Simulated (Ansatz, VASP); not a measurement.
This is a calculation of Pd for VASP 6.6.1.

File POSCAR:

```
Pd
1.0
    0.0000000000      1.9067643606      1.9067643606
    1.9067643606      0.0000000000      1.9067643606
    1.9067643606      1.9067643606      0.0000000000
Pd
1
Direct
    0.0000000000      0.0000000000      0.0000000000
```

File INCAR.step1:

```
PREC = Accurate ; ENCUT = 520
EDIFF = 1E-5 ; ISMEAR = -1
SIGMA = 0.05 ; LREAL = False
LASPH = True ; NELM = 80
ALGO = Normal ; ISIF = 2
LWAVE = True ; NBANDS = 11
GGA = PE
```

The input INCAR.step2:

```
PREC = Accurate ; ENCUT = 520
EDIFF = 1E-6 ; ISMEAR = -1
SIGMA = 0.05 ; LREAL = False
LASPH = True ; NELM = 80
ALGO = Normal ; ISIF = 2
LWAVE = False ; LCHARG = True
GGA = PE ; LHFCALC = True
AEXX = 1.0 ; ALDAC = 0.0
AGGAC = 0.0 ; PRECFOCK = Normal
LELF = True ; LVHAR = True
NBANDS = 11 ; ISTART = 1
```

The input KPOINTS:

```
regular mesh
0
Gamma
  6 6 6
```

Potentials or basis: VASP PAW PBE potentials, release 64 (Pd).

The run is started by

```bash
$ cat potpaw_PBE.64/Pd/POTCAR > POTCAR
$ cp INCAR.step1 INCAR
$ mpirun -np 1 vasp_std > vasp.out
$ cp INCAR.step2 INCAR
$ mpirun -np 1 vasp_std > vasp.out
```

Task: Translate it to Ansatz 0.2.0. Potentials there: Ansatz PAW.

Result: As run (the cutoff follows the program's own potentials):

The input input.yaml:

```yaml
crystal:
  lattice:
    - [0.0, 1.9067643606, 1.9067643606]
    - [1.9067643606, 0.0, 1.9067643606]
    - [1.9067643606, 1.9067643606, 0.0]
  atoms:
    - { symbol: Pd, position: [0.0, 0.0, 0.0] }
hamiltonian:
  xc: hf
  pseudopotentials: { kind: paw }
kpoints:
  mp_grid: { grid: [6, 6, 6] }
scf:
  occupations: { method: fermi_dirac, width: 0.05 }
output:
  forces: true
  stress: true
  eigenvalues: true
```

Potentials or basis: Ansatz PAW.

Run with:

```bash
$ ansatz run input.yaml --threads 2 --pin off --max-ram 5632MiB --backend cpu --events-out ev --progress --plain --runs-dir out
```

Both were run:

|  | VASP | Ansatz | Ansatz less VASP |
| --- | --- | --- | --- |
| gap on the k mesh at the Fermi level (eV) | none | none | - |
| pressure (GPa) | 27.2 | 26.4 | -0.86 |

VASP's potentials were made for PBE, not for HF. A gap of «none» marks a metal or a gap that the smearing closes. VASP's potentials hold 10 valence electrons a cell and Ansatz's 18, so a difference there can come from the potentials and not from the codes.

The k mesh is coarse, so the values compare programs but aren't converged. Noted on Ansatz's run: Pulay correction over one GPa.
